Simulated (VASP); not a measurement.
# Be3N2 (P-3m1) in VASP: further runs, part 2 of 2

VASP 6.6.1. Earlier steps stand in the parts before.

### 3 Single point, LDA

Contents of INCAR:

```
SYSTEM = Be3N2
PREC = Accurate ; ENCUT = 600
EDIFF = 1E-6 ; ISMEAR = 0
SIGMA = 0.01 ; LREAL = .False.
LASPH = .True. ; NELM = 120
ALGO = Normal ; ISIF = 2
LWAVE = .False. ; LCHARG = .False.
GGA = CA ; NBANDS = 16
GGA_COMPAT = .False.
```

Contents of KPOINTS:

```
regular mesh
0
Gamma
  4 4 2
  0 0 0
```

Contents of POSCAR:

```
Be3N2
1.0
    2.8177777100      0.0000000000      0.0000000000
   -1.4088888600      2.4402670800      0.0000000000
    0.0000000000      0.0000000000      4.6670220000
Be N
3 2
Direct
    0.0000000000      0.0000000000      0.0000000000
    0.6666666700      0.3333333300      0.6496330000
    0.3333333300      0.6666666700      0.3503670000
    0.3333333300      0.6666666700      0.7470580000
    0.6666666700      0.3333333300      0.2529420000
```

Potentials or basis: VASP PAW LDA potentials, release 64 (Be, N).

Started as:

```bash
$ cat potpaw_LDA.64/Be/POTCAR potpaw_LDA.64/N/POTCAR > POTCAR
$ mpirun -np 1 vasp_std > vasp.out
```

OUTCAR:

```text
SYSTEM = Be3N2
   PREC = Accurate
   ENCUT = 600
   EDIFF = 1E-6
   ISMEAR = 0
   LREAL = .False.
   LASPH = .True.
   NELM = 120
   ISIF = 2
   GGA = CA

 ion  position               nearest neighbor table
   1  0.000  0.000  0.000-   4 2.01   5 2.01   5 2.01   4 2.01   5 2.01   4 2.01   2 2.31   3 2.31
                             3 2.31   2 2.31   2 2.31   3 2.31
   2  0.667  0.333  0.650-   4 1.69   4 1.69   4 1.69   5 1.85   3 2.14   3 2.14   3 2.14   1 2.31
                             1 2.31   1 2.31
   3  0.333  0.667  0.350-   5 1.69   5 1.69   5 1.69   4 1.85   2 2.14   2 2.14   2 2.14   1 2.31
                             1 2.31   1 2.31
   4  0.333  0.667  0.747-   2 1.69   2 1.69   2 1.69   3 1.85   1 2.01   1 2.01   1 2.01
   5  0.667  0.333  0.253-   3 1.69   3 1.69   3 1.69   2 1.85   1 2.01   1 2.01   1 2.01

  LATTYP: Found a hexagonal cell.
 ALAT       =     2.8177777100
 C/A-ratio  =     1.6562775635

  Lattice vectors:

 A1 = (   2.8177777100,   0.0000000000,   0.0000000000)
 A2 = (  -1.4088888600,   2.4402670800,   0.0000000000)
 A3 = (   0.0000000000,   0.0000000000,   4.6670220000)
[... 168 lines left out ...]
 cond. band min:      10.9999378436   @ k =   0.5000   0.0000   0.5000
 fundamental gap:      4.2666545467
 Fermi energy:         6.8259840466

 k-point     1 :       0.0000    0.0000    0.0000
  band No.  band energies     occupation
      1     -10.1304      2.00000
      2      -7.5156      2.00000
      3      -1.4635      2.00000
      4       5.3093      2.00000
      5       5.3093      2.00000
      6       6.4274      2.00000
[... 129 lines left out ...]
      3       0.0932      2.00000
      4       0.2933      2.00000
      5       1.8457      2.00000
      6       2.0865      2.00000
[... 8 lines left out ...]
     15      20.3152      0.00000
     16      21.1351      0.00000

------------------------ aborting loop because EDIFF is reached ----------------------------------------

  FORCE on cell =-STRESS in cart. coord.  units (eV):
  Direction    XX          YY          ZZ          XY          YZ          ZX
  --------------------------------------------------------------------------------------
  -------------------------------------------------------------------------------------
  Total       -1.9371210     -1.9371210     -1.9280238      0.0000000     -0.0000000      0.0000000
  in kB      -96.7126751    -96.7126751    -96.2584859      0.0000002     -0.0000000      0.0000000
  external PRESSURE =     -96.5612787 kB  Pullay stress =       0.0000000 kB

 VOLUME and BASIS-vectors are now :
 -----------------------------------------------------------------------------
  energy-cutoff  :      600.00
  volume of cell :       32.09
      direct lattice vectors                 reciprocal lattice vectors
     2.817777710  0.000000000  0.000000000     0.354889598  0.204895606  0.000000000
    -1.408888860  2.440267080  0.000000000     0.000000000  0.409791210  0.000000000
     0.000000000  0.000000000  4.667022000     0.000000000  0.000000000  0.214269399

 POSITION                                       TOTAL-FORCE (eV/Angst)
 -----------------------------------------------------------------------------------
      0.00000      0.00000      0.00000        -0.000000      0.000000      0.000000
      1.40889      0.81342      3.03185        -0.000000     -0.000000      0.041337
     -0.00000      1.62684      1.63517        -0.000000      0.000000     -0.041337
     -0.00000      1.62684      3.48654         0.000000     -0.000000     -0.137501
      1.40889      0.81342      1.18049         0.000000      0.000000      0.137501
 -----------------------------------------------------------------------------------
    total drift:                                0.000000      0.000000      0.000000

  FREE ENERGIE OF THE ION-ELECTRON SYSTEM (eV)
  ---------------------------------------------------
  free  energy   TOTEN  =       -35.9295472644 eV

  energy  without entropy=      -35.9295472644  energy(sigma->0) =      -35.92954726
```

OSZICAR:

```text
N       E                     dE             d eps       ncg     rms          rms(c)
DAV:   1     0.410953281213E+02    0.41095E+02   -0.88497E+03   256   0.107E+03
DAV:   2    -0.355493967263E+02   -0.76645E+02   -0.70233E+02   336   0.204E+02
DAV:   3    -0.386912008583E+02   -0.31418E+01   -0.31173E+01   360   0.424E+01
DAV:   4    -0.387061245788E+02   -0.14924E-01   -0.14923E-01   264   0.317E+00
DAV:   5    -0.387061845424E+02   -0.59964E-04   -0.59963E-04   336   0.197E-01    0.901E+00
DAV:   6    -0.360529516059E+02    0.26532E+01   -0.46809E+00   320   0.168E+01    0.320E+00
DAV:   7    -0.359729032231E+02    0.80048E-01   -0.38555E-01   320   0.423E+00    0.226E+00
DAV:   8    -0.359344976510E+02    0.38406E-01   -0.77428E-02   328   0.217E+00    0.523E-01
DAV:   9    -0.359296080270E+02    0.48896E-02   -0.15340E-02   320   0.965E-01    0.126E-01
DAV:  10    -0.359295612871E+02    0.46740E-04   -0.58705E-04   320   0.218E-01    0.559E-02
DAV:  11    -0.359295496028E+02    0.11684E-04   -0.33915E-05   328   0.451E-02    0.237E-02
DAV:  12    -0.359295473009E+02    0.23019E-05   -0.11123E-05   336   0.230E-02    0.333E-03
DAV:  13    -0.359295472644E+02    0.36462E-07   -0.25399E-07   152   0.407E-03
   1 F= -.35929547E+02 E0= -.35929547E+02  d E =-.842339E-41
```

It took 6.5 s on 1 thread of Intel Xeon Platinum 8175M at 2.50GHz (Skylake/Cascade Lake), shared host; peak memory 0.13 GiB.

Results:

- Free energy: -35.9295 eV
- Pressure: -9.7 GPa
- Largest force: 0.138 eV/Å
- Band gap on the k mesh: 4.27 eV, indirect (least direct gap 6.52 eV)

Forces on the atoms (eV/Å):
```
Be   0.000  0.000  0.000
Be   0.000  0.000  0.041
Be   0.000  0.000 -0.041
N    0.000  0.000 -0.138
N    0.000  0.000  0.138
```

Caveat: the k points lie up to 0.67 Å⁻¹ apart. A k mesh can miss the band edges.
